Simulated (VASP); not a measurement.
The system is ScIr.

```xyz
2
Lattice="3.2060 0.0000 0.0000 0.0000 3.2060 0.0000 0.0000 0.0000 3.2060" Properties=species:S:1:pos:R:3 pbc="T T T"
Sc    1.6030    1.6030    1.6030
Ir    0.0000    0.0000    0.0000
```

* Program: VASP 6.6.1
* Task: relaxation of cell and atoms
* Functional: LDA
* Potentials or basis: VASP PAW LDA potentials, release 64 (Sc_sv, Ir)
* Cutoff: 600 eV
* k mesh: 12 × 12 × 12
* Occupations: fermi-dirac, width 0.1 eV
* Spin: no spin polarisation

At the start: pressure -6.4 GPa; volume 16.48 Å³/atom.

How do energy, volume and symmetry change on relaxing?

Over 4 steps the energy falls by 12.0 meV/atom and the volume is 15.90 Å³/atom (-3.5 %); space group Pm-3m (No. 221, to 0.1 Å) before and after.

The path:
```csv
step,energy change (eV),largest force (eV/Å),pressure (GPa),volume (Å³)
1,0.0000,0.0000,-6.43,32.95
2,0.0525,0.0000,13.64,29.90
3,-0.0240,0.0000,-0.13,31.82
4,-0.0240,0.0000,0.00,31.79
```

Final structure:
```yaml
crystal:
  lattice:
    - [3.16796, 0.00000, 0.00000]
    - [0.00000, 3.16796, 0.00000]
    - [0.00000, 0.00000, 3.16796]
  atoms:
    - { symbol: Sc, position: [0.50000, 0.50000, 0.50000] }
    - { symbol: Ir, position: [0.00000, 0.00000, 0.00000] }
```
